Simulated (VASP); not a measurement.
# Cu (P6_3/mmc) in VASP: notebook

The runs below take Cu through single point, relaxation of the atoms, with PBE, revPBE.

Program: VASP 6.6.1. These are calculated values, not measurements. Logs are shortened: lines on timing, memory, paths and dates and some standing lists are left out, and cuts for length are marked.

### Step 1. The cell of the first run

The structure is hexagonal, space group P6_3/mmc (No. 194). The conventional cell has a = 2.534 Å, b = 2.534 Å, c = 4.113 Å, α = 90.00°, β = 90.00°, γ = 120.00°. Cu (site symmetry -6m2) has 12 Cu at 2.52 to 2.53 Å within 3.3 Å.

### Step 2. Single point, PBE, collinear spin, antiferromagnetic start

INCAR reads:

```
  PREC = Accurate
  ENCUT = 520
  EDIFF = 1E-6
  ISMEAR = -4
  SIGMA = 0.1
  LREAL = False
  LASPH = True
  NELM = 150
  ALGO = Fast
  ISIF = 2
  LWAVE = False
  LCHARG = False
  ISPIN = 2
  MAGMOM = -0.5 0.5
  LORBIT = 11
  LMAXMIX = 4
  GGA = PE
  NBANDS = 22
```

KPOINTS reads:

```
regular mesh
0
Gamma
  6 6 4
```

POSCAR reads:

```
Cu
1.0
    2.5340966698      0.0000000000      0.0000000000
   -1.2670483349      2.1945920917      0.0000000000
    0.0000000000      0.0000000000      4.1125710000
Cu
2
Direct
    0.3333333333      0.6666666667      0.2500000000
    0.6666666667      0.3333333333      0.7500000000
```

Potentials or basis: VASP PAW PBE potentials, release 64 (Cu).

Started as:

```bash
cat potpaw_PBE.64/Cu/POTCAR > POTCAR
mpirun -np 1 vasp_std > vasp.out
```

OUTCAR:

```text
PREC = Accurate
   ENCUT = 520
   EDIFF = 1E-6
   ISMEAR = -4
   LREAL = False
   LASPH = True
   NELM = 150
   ISIF = 2
   ISPIN = 2
   LORBIT = 11
   GGA = PE

 ion  position               nearest neighbor table
   1  0.333  0.667  0.250-   2 2.52   2 2.52   2 2.52   2 2.52   2 2.52   2 2.52
   2  0.667  0.333  0.750-   1 2.52   1 2.52   1 2.52   1 2.52   1 2.52   1 2.52

  LATTYP: Found a hexagonal cell.
 ALAT       =     2.5340966698
 C/A-ratio  =     1.6228942838

  Lattice vectors:

 A1 = (   2.5340966698,   0.0000000000,   0.0000000000)
 A2 = (  -1.2670483349,   2.1945920917,   0.0000000000)
 A3 = (   0.0000000000,   0.0000000000,   4.1125710000)

Analysis of symmetry for initial positions (statically):
=====================================================================
 Subroutine PRICEL returns:
 Original cell was already a primitive cell.

 Routine SETGRP: Setting up the symmetry group for a
 hexagonal supercell.

 Subroutine GETGRP returns: Found 24 space group operations
 (whereof 12 operations were pure point group operations)
 out of a pool of 24 trial point group operations.

The static configuration has the point symmetry D_3d.
 The point group associated with its full space group is D_6h.

Analysis of symmetry for dynamics (positions and initial velocities):
=====================================================================
 Subroutine PRICEL returns:
 Original cell was already a primitive cell.

 Routine SETGRP: Setting up the symmetry group for a
 hexagonal supercell.

 Subroutine GETGRP returns: Found 24 space group operations
 (whereof 12 operations were pure point group operations)
 out of a pool of 24 trial point group operations.

The dynamic configuration has the point symmetry D_3d.
 The point group associated with its full space group is D_6h.

Analysis of structural, dynamic, and magnetic symmetry:
=====================================================================
 Subroutine PRICEL returns:
 Original cell was already a primitive cell.

 Routine SETGRP: Setting up the symmetry group for a
 hexagonal supercell.

 Subroutine GETGRP returns: Found 24 space group operations
 (whereof 12 operations were pure point group operations)
 out of a pool of 24 trial point group operations.

[... 118 lines left out ...]
     AMIX     =   0.40;   BMIX     =  1.00
     AMIX_MAG =   1.60;   BMIX_MAG =  1.00
  volume/ion in A,a.u.               =      11.44        77.17
  Fermi-wavevector in a.u.,A,eV,Ry     =   1.616041  3.053874 35.532800  2.611587
  Thomas-Fermi vector in A             =   2.710691
   LORBIT       =     11    0 simple, 1 ext, 2 COOP (PROOUT), +10 PAW based schemes
   GGA     = PE    functional components
   LHFCALC =     F    Hartree Fock is set to
   AEXX    =    0.0000 exact exchange contribution
   IVDW    =     0    specifies the selected vdW correction
   LEPSILON=     F    determine dielectric tensor
   LRPA    =     F    only Hartree local field effects (RPA)
 spin polarized calculation
 RMM-DIIS sequential band-by-band and
 Fermi weights with tetrahedron method witout Bloechl corrections
  energy-cutoff  :      520.00
  volume of cell :       22.87
 maximum number of plane-waves:       640
 NGX is ok and might be reduce to    20
   NGX =  9   NGY =  9   NGZ = 15

 number of electron      21.9999979 magnetization      -0.0000000

 number of electron      21.9999979 magnetization       0.0000000

 Free energy of the ion-electron system (eV)
  ---------------------------------------------------
  ext. energy  EPLUGINS =         0.00000000
  ---------------------------------------------------
  free energy    TOTEN  =        -7.06519315 eV

  energy without entropy =       -7.06519315  energy(sigma->0) =       -7.06519315

 E-fermi :   8.0001     XC(G=0): -12.9232

 val. band max:        7.9327399974   @ k =   0.5000  -0.0000   0.0000
 cond. band min:       8.4076302013   @ k =   0.5000  -0.0000   0.5000
 fundamental gap:      0.4748902038
 Fermi energy:         8.0000826276

 spin component 1

 k-point     1 :       0.0000    0.0000    0.0000
  band No.  band energies     occupation
      1      -1.6116      1.00000
      2       2.6947      1.00000
      3       4.8067      1.00000
      4       4.8622      1.00000
      5       4.8622      1.00000
      6       5.0844      1.00000
[... 514 lines left out ...]
     21      33.2813      0.00000
     22      33.2938      0.00000
 Fermi energy:         8.0000826276

 spin component 2

 k-point     1 :       0.0000    0.0000    0.0000
  band No.  band energies     occupation
      1      -1.6116      1.00000
      2       2.6947      1.00000
      3       4.8067      1.00000
      4       4.8622      1.00000
      5       4.8622      1.00000
      6       5.0844      1.00000
[... 514 lines left out ...]
     21      33.2813      0.00000
     22      33.2938      0.00000

------------------------ aborting loop because EDIFF is reached ----------------------------------------

  FORCE on cell =-STRESS in cart. coord.  units (eV):
  Direction    XX          YY          ZZ          XY          YZ          ZX
  --------------------------------------------------------------------------------------
  -------------------------------------------------------------------------------------
  Total        1.3784167      1.3784167      1.1475510      0.0000000      0.0000000      0.0000000
  in kB       96.5607685     96.5607685     80.3881790      0.0000000      0.0000000      0.0000000
  external PRESSURE =      91.1699054 kB  Pullay stress =       0.0000000 kB

 VOLUME and BASIS-vectors are now :
 -----------------------------------------------------------------------------
  energy-cutoff  :      520.00
  volume of cell :       22.87
      direct lattice vectors                 reciprocal lattice vectors
     2.534096670  0.000000000  0.000000000     0.394617937  0.227832772  0.000000000
    -1.267048335  2.194592092  0.000000000     0.000000000  0.455665544  0.000000000
     0.000000000  0.000000000  4.112571000     0.000000000  0.000000000  0.243156896

 POSITION                                       TOTAL-FORCE (eV/Angst)
 -----------------------------------------------------------------------------------
     -0.00000      1.46306      1.02814         0.000000      0.000000      0.000000
      1.26705      0.73153      3.08443        -0.000000     -0.000000      0.000000
 -----------------------------------------------------------------------------------
    total drift:                               -0.000000      0.000000     -0.000000

  FREE ENERGIE OF THE ION-ELECTRON SYSTEM (eV)
  ---------------------------------------------------
  free  energy   TOTEN  =        -7.0651931519 eV

  energy  without entropy=       -7.0651931519  energy(sigma->0) =       -7.06519315

 total charge

# of ion       s       p       d       tot
------------------------------------------
    1        0.457   0.418   9.159  10.034
    2        0.457   0.418   9.159  10.034
--------------------------------------------------
tot          0.915   0.835  18.318  20.068

 magnetization (x)

# of ion       s       p       d       tot
------------------------------------------
    1       -0.005  -0.007   0.006  -0.006
    2        0.005   0.007  -0.006   0.006
--------------------------------------------------
tot          0.000   0.000   0.000   0.000
```

OSZICAR:

```text
N       E                     dE             d eps       ncg     rms          rms(c)
DAV:   1     0.130661170138E+03    0.13066E+03   -0.98045E+03  2080   0.178E+03
DAV:   2     0.145579209634E+01   -0.12921E+03   -0.12075E+03  1890   0.274E+02
DAV:   3    -0.880314413961E+01   -0.10259E+02   -0.99307E+01  2090   0.861E+01
DAV:   4    -0.894307920863E+01   -0.13994E+00   -0.13983E+00  2124   0.114E+01
DAV:   5    -0.894489400691E+01   -0.18148E-02   -0.18148E-02  2162   0.122E+00    0.117E+01
RMM:   6    -0.773148078602E+01    0.12134E+01   -0.76375E+00  2264   0.397E+01    0.605E+00
RMM:   7    -0.709605469519E+01    0.63543E+00   -0.11591E+00  2249   0.153E+01    0.155E+00
RMM:   8    -0.707164568793E+01    0.24409E-01   -0.23142E-02  2328   0.142E+00    0.417E-01
RMM:   9    -0.706563488588E+01    0.60108E-02   -0.53311E-03  2393   0.826E-01    0.223E-01
RMM:  10    -0.706515573667E+01    0.47915E-03   -0.16505E-03  2485   0.359E-01    0.437E-02
RMM:  11    -0.706518536478E+01   -0.29628E-04   -0.56507E-04  2515   0.175E-01    0.250E-02
RMM:  12    -0.706519220378E+01   -0.68390E-05   -0.55607E-05  2450   0.797E-02    0.214E-02
RMM:  13    -0.706519232892E+01   -0.12514E-06   -0.17979E-05  2370   0.308E-02    0.318E-03
RMM:  14    -0.706519315190E+01   -0.82298E-06   -0.21994E-06  1675   0.137E-02
   1 F= -.70651932E+01 E0= -.70651932E+01  d E =0.000000E+00  mag=     0.0000
```

stdout:

```text
POSCAR found type information on POSCAR Cu
 POSCAR found :  1 types and       2 ions
 scaLAPACK will be used
 LDA part: xc-table for (Slater+PW92), standard interpolation
 POSCAR, INCAR and KPOINTS ok, starting setup
 FFT: planning ... GRIDC
 FFT: planning ... GRID_SOFT
 FFT: planning ... GRID
 WAVECAR not read
 entering main loop
 -----------------------------------------------------------------------------
|                                                                             |
|           W    W    AA    RRRRR   N    N  II  N    N   GGGG   !!!           |
|           W    W   A  A   R    R  NN   N  II  NN   N  G    G  !!!           |
|           W    W  A    A  R    R  N N  N  II  N N  N  G       !!!           |
|           W WW W  AAAAAA  RRRRR   N  N N  II  N  N N  G  GGG   !            |
|           WW  WW  A    A  R   R   N   NN  II  N   NN  G    G                |
|           W    W  A    A  R    R  N    N  II  N    N   GGGG   !!!           |
|                                                                             |
|     Tetrahedron method does not include variations of the Fermi             |
|     occupations, so forces and stress will be inaccurate. We suggest        |
|     using a different smearing scheme ISMEAR = 1 or 2 for metals in         |
|     relaxations.                                                            |
|                                                                             |
 -----------------------------------------------------------------------------
```

Run time: 55 s. Hardware: 1 thread of AMD EPYC 7R13, shared host; peak memory 0.12 GiB.

Results:

```
Free energy                                           : -7.0652 eV
Pressure                                              : 9.1 GPa
Band gap on the k mesh                                : zero (filled and empty bands overlap)
Net moment                                            : 0.00 μB per cell
Valence electrons inside the program's atomic spheres : Cu 10.03
```

Levels at points of the mesh, in eV from the Fermi level:
Spin up:
| k point | band 8 | band 9 | band 10 | band 11 | band 12 | band 13 | band 14 | band 15 |
| --- | --- | --- | --- | --- | --- | --- | --- | --- |
| (0.00, 0.00, 0.00) | -2.66 | -2.66 | -1.86 | -1.86 | -1.05 | 3.96 | 21.52 | 22.08 |
| (0.50, 0.00, 0.00) | -1.76 | -1.71 | -1.65 | -0.07 | 1.55 | 7.91 | 8.35 | 10.86 |
| (0.00, 0.00, 0.50) | -3.18 | -2.10 | -2.10 | -2.08 | -2.08 | 12.86 | 12.86 | 22.20 |
| (0.50, 0.00, 0.50) | -2.03 | -1.70 | -1.69 | 0.41 | 0.45 | 4.95 | 4.96 | 16.33 |
Spin down:
| k point | band 9 | band 10 | band 11 | band 12 | band 13 | band 14 |
| --- | --- | --- | --- | --- | --- | --- |
| (0.00, 0.00, 0.00) | -2.66 | -1.86 | -1.86 | -1.05 | 3.96 | 21.52 |
| (0.50, 0.00, 0.00) | -1.71 | -1.65 | -0.07 | 1.55 | 7.91 | 8.35 |
| (0.00, 0.00, 0.50) | -2.10 | -2.10 | -2.08 | -2.08 | 12.86 | 12.86 |
| (0.50, 0.00, 0.50) | -1.70 | -1.69 | 0.41 | 0.45 | 4.95 | 4.96 |

Caveat: the k points lie up to 0.48 Å⁻¹ apart.

### Step 3. Relaxation of the atoms, PBE

INCAR reads:

```
SYSTEM = Cu
  PREC = Accurate
  ENCUT = 520
  EDIFF = 1E-6
  ISMEAR = 0
  SIGMA = 0.1
  LREAL = .FALSE.
  LASPH = .TRUE.
  NELM = 80
  ALGO = Fast
  ISIF = 2
  LWAVE = .FALSE.
  LCHARG = .FALSE.
  GGA = PE
  IBRION = 2
  NSW = 50
  EDIFFG = -0.04
  ISYM = 0
```

KPOINTS reads:

```
Automatic mesh
0
Gamma
  2 2 4
  0.5 0.5 0
```

POSCAR is that of step 2.

Potentials or basis: VASP PAW PBE potentials, release 64 (Cu).

Started as:

```bash
cat potpaw_PBE.64/Cu/POTCAR > POTCAR
mpirun -np 1 vasp_std > vasp.out
```

Wall time 25 s (1 thread of AMD EPYC 7R13, shared host); peak memory 0.1 GiB.

Results (log left out):

```yaml
Free_energy: -7.7728 eV
Pressure_after_relaxing: 5.8 GPa
Band_gap_on_the_k_mesh: zero (band 11 reaches 8.90 eV, above the bottom of band 12 at 6.40 eV)
```

Stress tensor (GPa, compression positive):
```
8.57 0.00 0.00
0.00 8.57 0.00
0.00 0.00 0.33
```

Final structure:
```cif
data_structure
_symmetry_space_group_name_H-M 'P 1'
_symmetry_Int_Tables_number 1
_cell_length_a 2.5341
_cell_length_b 2.5341
_cell_length_c 4.1126
_cell_angle_alpha 90.000
_cell_angle_beta 90.000
_cell_angle_gamma 120.000
_cell_volume 22.87
loop_
_atom_site_label
_atom_site_type_symbol
_atom_site_fract_x
_atom_site_fract_y
_atom_site_fract_z
_atom_site_occupancy
Cu1 Cu 0.33333 0.66667 0.25000 1
Cu2 Cu 0.66667 0.33333 0.75000 1
```

Levels at points of the mesh, in eV from the Fermi level:
```csv
k point,band 7,band 8,band 9,band 10,band 11,band 12,band 13,band 14,band 15
"(0.25, 0.25, 0.00)",-2.82,-2.25,-1.83,-1.72,-0.38,5.80,6.50,7.19,8.15
```

Caveat: the k points lie up to 1.43 Å⁻¹ apart; the relaxation stopped at its first step, so nothing moved.

### Step 4. Single point, revPBE

INCAR reads:

```
SYSTEM = Cu
PREC = Accurate
ENCUT = 520
EDIFF = 1E-6
ISMEAR = 1
SIGMA = 0.097
LREAL = .False.
LASPH = .True.
NELM = 60
ALGO = Fast
ISIF = 2
LWAVE = .False.
LCHARG = .False.
GGA = RE
NBANDS = 18
```

KPOINTS reads:

```
regular mesh
0
Gamma
  3 3 2
  0 0 0
```

POSCAR is that of step 3.

Started as:

```bash
cat potpaw_PBE.64/Cu/POTCAR > POTCAR
mpirun -np 1 vasp_std > vasp.out
```

Run time: 4.1 s. Hardware: 1 thread of AMD EPYC 7R13 (Zen 3), shared host; peak memory 0.1 GiB.

It converged, with:

| Property | Result |
| --- | --- |
| Free energy | -6.8478 eV |
| Pressure | 11.6 GPa |
| Band gap on the k mesh | zero (band 11 reaches 12.21 eV, above the bottom of band 12 at 6.09 eV) |

Stress tensor (GPa, compression positive):
```
12.01  0.00  0.00
 0.00 12.01  0.00
 0.00  0.00 10.88
```

Levels at points of the mesh, in eV from the Fermi level:
```tsv
k point	band 9	band 10	band 11	band 12	band 13	band 14
(0.00, 0.00, 0.00)	-1.47	-0.67	-0.67	0.05	5.14	22.61
(0.00, 0.00, 0.50)	-0.90	-0.90	-0.90	-0.90	14.01	14.01
```

Caveat: the k points lie up to 0.95 Å⁻¹ apart; the PAW data sets were made with another functional, which shifts forces and pressure a little.

### Step 5. The runs side by side

```tsv
task	level	spin	cell	k mesh	smearing	gap on the mesh (eV)	pressure (GPa)
single point	PBE	collinear, antiferromagnetic start	as given	6 × 6 × 4	tetrahedron	none	9.1
relaxation of the atoms	PBE	off	atoms relaxed	2 × 2 × 4, shifted	gaussian 0.1 eV	none	5.8
single point	revPBE	off	as given	3 × 3 × 2	methfessel-paxton 0.097 eV	none	11.6
```

Alike in all rows: potentials or basis VASP PAW PBE potentials, release 64 (Cu); cutoff (eV) 520.

Caveats: all runs use coarse meshes; the relaxation stopped at its first step, so nothing moved (some runs); the PAW data sets were made with another functional, which shifts forces and pressure a little (some runs).

Absolute energies hang on the potentials; compare differences alone.
